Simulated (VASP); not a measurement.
# YW3 (P4/mmm) in VASP: a series of runs, part 2 of 2

VASP 6.6.1. The steps go on from the part before.

**3. Single point, PBE**

File INCAR:

```
  PREC = Accurate
  ENCUT = 520
  EDIFF = 1E-7
  ISMEAR = 0
  SIGMA = 0.1
  LREAL = False
  LASPH = True
  NELM = 80
  ALGO = Normal
  ISIF = 2
  LWAVE = False
  LCHARG = True
  GGA = PE
  LELF = True
  LVHAR = True
  NBANDS = 34
```

File KPOINTS:

```
regular mesh
0
Gamma
  4 4 6
```

File POSCAR:

```
YW3
1.0
    4.7618803416      0.0000000000      0.0000000000
    0.0000000000      4.7618803416      0.0000000000
    0.0000000000      0.0000000000      3.1912101405
Y W
1 3
Direct
    0.0000000000      0.0000000000      0.0000000000
    0.0000000000      0.5000000000      0.5000000000
    0.5000000000      0.0000000000      0.5000000000
    0.5000000000      0.5000000000      0.0000000000
```

Potentials or basis: VASP PAW PBE potentials, release 64 (Y_sv, W_sv).

Command:

```sh
cat potpaw_PBE.64/Y_sv/POTCAR potpaw_PBE.64/W_sv/POTCAR > POTCAR
mpirun -np 1 vasp_std > vasp.out
```

OUTCAR:

```text
PREC = Accurate
   ENCUT = 520
   EDIFF = 1E-7
   ISMEAR = 0
   LREAL = False
   LASPH = True
   NELM = 80
   ISIF = 2
   GGA = PE

 ion  position               nearest neighbor table
   1  0.000  0.000  0.000-   2 2.87   3 2.87   2 2.87   3 2.87   2 2.87   2 2.87   3 2.87   3 2.87
                             4 3.37   4 3.37   4 3.37   4 3.37
   2  0.000  0.500  0.500-   1 2.87   4 2.87   1 2.87   4 2.87   1 2.87   1 2.87   4 2.87   4 2.87
                             3 3.37   3 3.37   3 3.37   3 3.37
   3  0.500  0.000  0.500-   1 2.87   4 2.87   1 2.87   4 2.87   4 2.87   4 2.87   1 2.87   1 2.87
                             2 3.37   2 3.37   2 3.37   2 3.37
   4  0.500  0.500  0.000-   2 2.87   3 2.87   2 2.87   3 2.87   3 2.87   3 2.87   2 2.87   2 2.87
                             1 3.37   1 3.37   1 3.37   1 3.37

  LATTYP: Found a simple tetragonal cell.
 ALAT       =     4.7618803416
 C/A-ratio  =     0.6701575662

  Lattice vectors:

 A1 = (   4.7618803416,   0.0000000000,   0.0000000000)
 A2 = (   0.0000000000,   4.7618803416,   0.0000000000)
 A3 = (   0.0000000000,   0.0000000000,   3.1912101405)

Analysis of symmetry for initial positions (statically):
=====================================================================
 Subroutine PRICEL returns:
 Original cell was already a primitive cell.

 Routine SETGRP: Setting up the symmetry group for a
 simple tetragonal supercell.

 Subroutine GETGRP returns: Found 16 space group operations
 (whereof 16 operations were pure point group operations)
 out of a pool of 16 trial point group operations.

The static configuration has the point symmetry D_4h.

Analysis of symmetry for dynamics (positions and initial velocities):
=====================================================================
 Subroutine PRICEL returns:
 Original cell was already a primitive cell.

 Routine SETGRP: Setting up the symmetry group for a
 simple tetragonal supercell.

 Subroutine GETGRP returns: Found 16 space group operations
 (whereof 16 operations were pure point group operations)
 out of a pool of 16 trial point group operations.

The dynamic configuration has the point symmetry D_4h.

 Subroutine INISYM returns: Found 16 space group operations
 (whereof 16 operations are pure point group operations),
 and found     1 'primitive' translations

----------------------------------------------------------------------------------------

                                     Primitive cell

  volume of cell :      72.3623

  direct lattice vectors                    reciprocal lattice vectors
     4.761880342  0.000000000  0.000000000     0.210001077  0.000000000  0.000000000
     0.000000000  4.761880342  0.000000000     0.000000000  0.210001077  0.000000000
     0.000000000  0.000000000  3.191210140     0.000000000  0.000000000  0.313360749

  length of vectors
     4.761880342  4.761880342  3.191210140     0.210001077  0.210001077  0.313360749

  position of ions in fractional coordinates (direct lattice)
     0.000000000  0.000000000  0.000000000
     0.000000000  0.500000000  0.500000000
     0.500000000  0.000000000  0.500000000
     0.500000000  0.500000000  0.000000000

  ion indices of the primitive-cell ions
   primitive index   ion index
                 1           1
[... 27 lines left out ...]

 Found     24 irreducible k-points:

 Following reciprocal coordinates:
            Coordinates               Weight
  0.000000  0.000000  0.000000      1.000000
  0.250000  0.000000  0.000000      4.000000
  0.500000  0.000000  0.000000      2.000000
  0.250000  0.250000  0.000000      4.000000
  0.500000  0.250000  0.000000      4.000000
  0.500000  0.500000  0.000000      1.000000
[... 16 lines left out ...]
  0.500000  0.250000  0.500000      4.000000
  0.500000  0.500000  0.500000      1.000000
   k-points           NKPTS =     24   k-points in BZ     NKDIM =     24   number of bands    NBANDS=     34
   number of dos      NEDOS =    301   number of ions     NIONS =      4
   total plane-waves  NPLWV =  31104
   dimension x,y,z NGX =    36 NGY =   36 NGZ =   24
   dimension x,y,z NGXF=    72 NGYF=   72 NGZF=   48
   ions per type =               1   3
   NGX,Y,Z   is equivalent  to a cutoff of  12.57, 12.57, 12.50 a.u.
   NGXF,Y,Z  is equivalent  to a cutoff of  25.14, 25.14, 25.01 a.u.
 SYSTEM =  unknown system
   PREC   = accura    normal or accurate (medium, high low for compatibility)
   ISTART =      0    job   : 0-new  1-cont  2-samecut
   ICHARG =      2    charge: 1-file 2-atom 10-const
   ISPIN  =      1    spin polarized calculation?
   LNONCOLLINEAR =      F non collinear calculations
   LSORBIT =      F    spin-orbit coupling
   LASPH  =      T    aspherical Exc in radial PAW
   ENCUT  =  520.0 eV  38.22 Ry    6.18 a.u.   8.85  8.85  5.93*2*pi/ulx,y,z
   NELM   =     80;   NELMIN=  2; NELMDL= -5     # of ELM steps
   EDIFF  = 0.1E-06   stopping-criterion for ELM
   LREAL  =      F    real-space projection
   EDIFFG = 0.1E-05   stopping-criterion for IOM
   NSW    =      0    number of steps for IOM
   IBRION =     -1    ionic relax: 0-MD 1-quasi-New 2-CG
   NFREE  =      0    steps in history (QN), initial steepest desc. (CG)
   ISIF   =      2    stress and relaxation
   ISYM   =      2    0-nonsym 1-usesym 2-fastsym
   POTIM  = 0.5000    time-step for ionic-motion
   TEBEG  =    0.0;   TEEND  =   0.0 temperature during run
   PSTRESS=    0.0 pullay stress
   NELECT =      53.0000    total number of electrons
   NUPDOWN=      -1.0000    fix difference up-down
   EMIN   =  10.00;   EMAX   =-10.00  energy-range for DOS
   EFERMI =   0.00;   METHOD = LEGACY
   ISMEAR =     0;   SIGMA  =   0.10  broadening in eV -4-tet -1-fermi 0-gaus
   EFERMI_NEDOS =   21; number of points for ismear=-14 and -15
   IALGO  =     38    algorithm
   IMIX   =      4    mixing-type and parameters
     AMIX     =   0.40;   BMIX     =  1.00
     AMIX_MAG =   1.60;   BMIX_MAG =  1.00
  volume/ion in A,a.u.               =      18.09       122.08
  Fermi-wavevector in a.u.,A,eV,Ry     =   1.475693  2.788655 29.628995  2.177670
  Thomas-Fermi vector in A             =   2.590311
   LORBIT       =      0    0 simple, 1 ext, 2 COOP (PROOUT), +10 PAW based schemes
   GGA     = PE    functional components
   LHFCALC =     F    Hartree Fock is set to
   AEXX    =    0.0000 exact exchange contribution
   IVDW    =     0    specifies the selected vdW correction
   LEPSILON=     F    determine dielectric tensor
   LRPA    =     F    only Hartree local field effects (RPA)
 non-spin polarized calculation
 Gauss-broadening in eV      SIGMA  =   0.10
  energy-cutoff  :      520.00
  volume of cell :       72.36
 maximum number of plane-waves:      1992
 NGX is ok and might be reduce to    36
   NGX = 17   NGY = 17   NGZ = 11

 number of electron      52.9999993 magnetization

 Free energy of the ion-electron system (eV)
  ---------------------------------------------------
  ext. energy  EPLUGINS =         0.00000000
  ---------------------------------------------------
  free energy    TOTEN  =       -42.86505066 eV

  energy without entropy =      -42.83739730  energy(sigma->0) =      -42.85122398

 E-fermi :   8.2918     XC(G=0): -12.6693

 val. band max:        8.2879096080   @ k =   0.2500   0.0000   0.5000
 cond. band min:       8.2932692004   @ k =   0.2500   0.2500   0.3333
 fundamental gap:      0.0053595924
 Fermi energy:         8.2918049833

 k-point     1 :       0.0000    0.0000    0.0000
  band No.  band energies     occupation
      1     -65.4042      2.00000
      2     -65.2053      2.00000
      3     -65.2014      2.00000
      4     -32.2728      2.00000
      5     -29.8523      2.00000
      6     -29.8523      2.00000
[... 877 lines left out ...]
     33      11.9026      0.00000
     34      11.9026      0.00000

------------------------ aborting loop because EDIFF is reached ----------------------------------------

  FORCE on cell =-STRESS in cart. coord.  units (eV):
  Direction    XX          YY          ZZ          XY          YZ          ZX
  --------------------------------------------------------------------------------------
  -------------------------------------------------------------------------------------
  Total       -0.0507940     -0.0507940      0.0332513      0.0000000      0.0000000      0.0000000
  in kB       -1.1246323     -1.1246323      0.7362182      0.0000000      0.0000000      0.0000000
  external PRESSURE =      -0.5043488 kB  Pullay stress =       0.0000000 kB

 VOLUME and BASIS-vectors are now :
 -----------------------------------------------------------------------------
  energy-cutoff  :      520.00
  volume of cell :       72.36
      direct lattice vectors                 reciprocal lattice vectors
     4.761880342  0.000000000  0.000000000     0.210001077  0.000000000  0.000000000
     0.000000000  4.761880342  0.000000000     0.000000000  0.210001077  0.000000000
     0.000000000  0.000000000  3.191210140     0.000000000  0.000000000  0.313360749

 POSITION                                       TOTAL-FORCE (eV/Angst)
 -----------------------------------------------------------------------------------
      0.00000      0.00000      0.00000         0.000000      0.000000      0.000000
      0.00000      2.38094      1.59561         0.000000      0.000000      0.000000
      2.38094      0.00000      1.59561         0.000000      0.000000      0.000000
      2.38094      2.38094      0.00000         0.000000      0.000000      0.000000
 -----------------------------------------------------------------------------------
    total drift:                                0.000000      0.000000      0.000000

  FREE ENERGIE OF THE ION-ELECTRON SYSTEM (eV)
  ---------------------------------------------------
  free  energy   TOTEN  =       -42.8650506599 eV

  energy  without entropy=      -42.8373972970  energy(sigma->0) =      -42.85122398
```

It took 56 s on 1 thread of Oxide Virtual Turin-like, shared host; peak memory 0.18 GiB.

Results:

```yaml
Free_energy: -42.8651 eV
Pressure: -0.1 GPa
Band_gap_on_the_k_mesh: zero (an odd number of electrons rules out a gap without spin polarisation)
```

Stress tensor (GPa, compression positive):
```
-0.11  0.00  0.00
 0.00 -0.11  0.00
 0.00  0.00  0.07
```

Levels at points of the mesh, in eV from the Fermi level:
| k point | band 22 | band 23 | band 24 | band 25 | band 26 | band 27 | band 28 | band 29 | band 30 | band 31 |
| --- | --- | --- | --- | --- | --- | --- | --- | --- | --- | --- |
| (0.00, 0.00, 0.00) | -1.63 | -1.63 | -0.25 | 0.47 | 0.47 | 1.51 | 1.51 | 2.02 | 2.09 | 2.85 |
| (0.50, 0.00, 0.00) | -2.14 | -1.21 | -0.89 | -0.56 | -0.14 | 0.44 | 0.59 | 0.94 | 1.52 | 2.01 |
| (0.50, 0.50, 0.00) | -1.88 | -1.38 | -0.10 | -0.04 | 0.27 | 0.27 | 0.48 | 0.80 | 0.96 | 0.96 |
| (0.00, 0.00, 0.50) | -1.61 | -1.61 | -1.35 | -0.99 | -0.77 | 0.16 | 0.16 | 1.49 | 1.59 | 1.59 |
| (0.50, 0.00, 0.50) | -1.82 | -1.51 | -1.41 | -1.21 | -1.15 | -0.27 | 0.21 | 1.99 | 2.05 | 3.67 |
| (0.50, 0.50, 0.50) | -2.08 | -2.08 | -1.62 | 0.93 | 1.91 | 1.91 | 2.61 | 2.63 | 2.63 | 3.21 |

Caveat: spin-orbit coupling is left out, which moves the levels of the heavy elements.

**4. Relaxation of cell and atoms, PBE**

File INCAR:

```
  ALGO = Normal
  EDIFF = 1E-7
  EDIFFG = -0.04
  ENCUT = 600
  GGA = PE
  IBRION = 2
  ISIF = 3
  ISMEAR = 0
  LASPH = T
  LCHARG = F
  LREAL = F
  LWAVE = F
  NELM = 100
  NSW = 90
  PREC = Accurate
  SIGMA = 0.1
```

File KPOINTS:

```
k-points
0
Gamma
  4 4 6
```

File POSCAR:

```
YW3
1.0
    4.7809542697      0.0000000000      0.0000000000
    0.0000000000      4.7809542697      0.0000000000
    0.0000000000      0.0000000000      3.1609772077
Y W
1 3
Direct
    0.0000000000      0.0000000000      0.0000000000
    0.0000000000      0.5000000000      0.5000000000
    0.5000000000      0.0000000000      0.5000000000
    0.5000000000      0.5000000000      0.0000000000
```

Command:

```sh
cat potpaw_PBE.64/Y_sv/POTCAR potpaw_PBE.64/W_sv/POTCAR > POTCAR
mpirun -np 1 vasp_std > vasp.out
```

Wall time 4.1 min (1 thread of Oxide Virtual Turin-like, shared host); peak memory 0.22 GiB.

Results (log left out):

```
Free energy                           : -42.8655 eV
Relaxed volume                        : 18.09 Å³/atom
Relaxed cell                          : a = 4.760 Å, b = 4.760 Å, c = 3.194 Å, α = 90.00°, β = 90.00°, γ = 90.00°
Space group after relaxing (to 0.1 Å) : P4/mmm (No. 123)
Energy gained by relaxing             : 1.3 meV/atom
Ionic steps                           : 5
Pressure after relaxing               : 0.0 GPa
Band gap on the k mesh                : zero (an odd number of electrons rules out a gap without spin polarisation)
```

The path:
| step | energy change (eV) | largest force (eV/Å) | pressure (GPa) | volume (Å³) |
| --- | --- | --- | --- | --- |
| 1 | 0.0000 | 0.0000 | 0.37 | 72.25 |
| 2 | -0.0041 | 0.0000 | -0.84 | 72.69 |
| 3 | -0.0041 | 0.0000 | -0.73 | 72.65 |
| 4 | -0.0034 | 0.0000 | 0.90 | 72.01 |
| 5 | -0.0051 | 0.0000 | -0.04 | 72.37 |

Final structure:
```cif
data_structure
_symmetry_space_group_name_H-M 'P 1'
_symmetry_Int_Tables_number 1
_cell_length_a 4.7599
_cell_length_b 4.7599
_cell_length_c 3.1943
_cell_angle_alpha 90.000
_cell_angle_beta 90.000
_cell_angle_gamma 90.000
_cell_volume 72.37
loop_
_atom_site_label
_atom_site_type_symbol
_atom_site_fract_x
_atom_site_fract_y
_atom_site_fract_z
_atom_site_occupancy
Y1 Y 0.00000 0.00000 0.00000 1
W1 W 0.00000 0.50000 0.50000 1
W2 W 0.50000 0.00000 0.50000 1
W3 W 0.50000 0.50000 0.00000 1
```

Levels at points of the mesh, in eV from the Fermi level:
```tsv
k point	band 24	band 25	band 26	band 27	band 28	band 29
(0.00, 0.00, 0.00)	-0.24	0.46	0.46	1.52	1.52	2.03
(0.50, 0.00, 0.00)	-0.89	-0.55	-0.15	0.43	0.59	0.93
(0.50, 0.50, 0.00)	-0.10	-0.04	0.28	0.28	0.47	0.79
(0.00, 0.00, 0.50)	-1.35	-1.00	-0.77	0.16	0.16	1.49
(0.50, 0.00, 0.50)	-1.41	-1.21	-1.15	-0.27	0.20	1.99
(0.50, 0.50, 0.50)	-1.61	0.93	1.91	1.91	2.61	2.64
```

Caveat: spin-orbit coupling is left out, which moves the levels of the heavy elements.

**5. Single point, PBE**

File INCAR:

```
SYSTEM = YW3
  ALGO = Fast
  EDIFF = 1E-7
  ENCUT = 520
  GGA = PE
  ISIF = 2
  ISMEAR = 0
  LASPH = .True.
  LCHARG = .False.
  LREAL = .False.
  LWAVE = .False.
  NBANDS = 34
  NELM = 100
  PREC = Accurate
  SIGMA = 0.1
```

File KPOINTS:

```
k-points
0
Gamma
  10 10 14
  0 0 0
```

File POSCAR:

```
YW3
1.0
    4.7643046646      0.0000000000      0.0000000000
    0.0000000000      4.7643046646      0.0000000000
    0.0000000000      0.0000000000      3.1873260157
Y W
1 3
Direct
    0.0000000000      0.0000000000      0.0000000000
    0.0000000000      0.5000000000      0.5000000000
    0.5000000000      0.0000000000      0.5000000000
    0.5000000000      0.5000000000      0.0000000000
```

Command:

```sh
cat potpaw_PBE.64/Y_sv/POTCAR potpaw_PBE.64/W_sv/POTCAR > POTCAR
mpirun -np 1 vasp_std > vasp.out
```

It took 9.1 min on 1 thread of Oxide Virtual Turin-like, shared host; peak memory 0.44 GiB.

It converged, with:

| Quantity | Value |
| --- | --- |
| Free energy | -42.8532 eV |
| Pressure | 0.1 GPa |
| Band gap on the k mesh | zero (an odd number of electrons rules out a gap without spin polarisation) |

Levels at points of the mesh, in eV from the Fermi level:
| k point | band 23 | band 24 | band 25 | band 26 | band 27 | band 28 | band 29 | band 30 |
| --- | --- | --- | --- | --- | --- | --- | --- | --- |
| (0.00, 0.00, 0.00) | -1.61 | -0.26 | 0.48 | 0.48 | 1.49 | 1.49 | 2.00 | 2.07 |
| (0.50, 0.00, 0.00) | -1.19 | -0.90 | -0.56 | -0.13 | 0.45 | 0.59 | 0.96 | 1.51 |
| (0.50, 0.50, 0.00) | -1.39 | -0.11 | -0.05 | 0.28 | 0.28 | 0.50 | 0.81 | 0.96 |
| (0.00, 0.00, 0.50) | -1.62 | -1.35 | -0.98 | -0.78 | 0.15 | 0.15 | 1.49 | 1.57 |
| (0.50, 0.00, 0.50) | -1.52 | -1.41 | -1.21 | -1.14 | -0.27 | 0.20 | 1.99 | 2.04 |
| (0.50, 0.50, 0.50) | -2.09 | -1.63 | 0.94 | 1.91 | 1.91 | 2.61 | 2.63 | 2.63 |

Caveat: spin-orbit coupling is left out, which moves the levels of the heavy elements.

**6. The runs side by side**

```csv
task,cell,k mesh,cutoff (eV),gap on the mesh (eV),pressure (GPa)
single point,"a = 4.781, b = 4.781, c = 3.161 Å, 4 atoms",4 × 4 × 4,520,none,0.1
single point,"a = 4.762, b = 4.762, c = 3.191 Å, 4 atoms",4 × 4 × 6,520,none,-0.1
relaxation of cell and atoms,"relaxed from a = 4.781, b = 4.781, c = 3.161 Å, 4 atoms",4 × 4 × 6,600,none,0.0
single point,"a = 4.764, b = 4.764, c = 3.187 Å, 4 atoms",10 × 10 × 14,520,none,0.1
```

Alike in all rows: level PBE; potentials or basis VASP PAW PBE potentials, release 64 (Y_sv, W_sv); no spin polarisation; smearing gaussian 0.1 eV.

Caveats: some runs use coarse meshes; spin-orbit coupling is left out, which moves the levels of the heavy elements.

Absolute energies hang on the potentials; compare differences alone.

The gap in the log of VASP goes by the Fermi energy; the results here count the filled bands.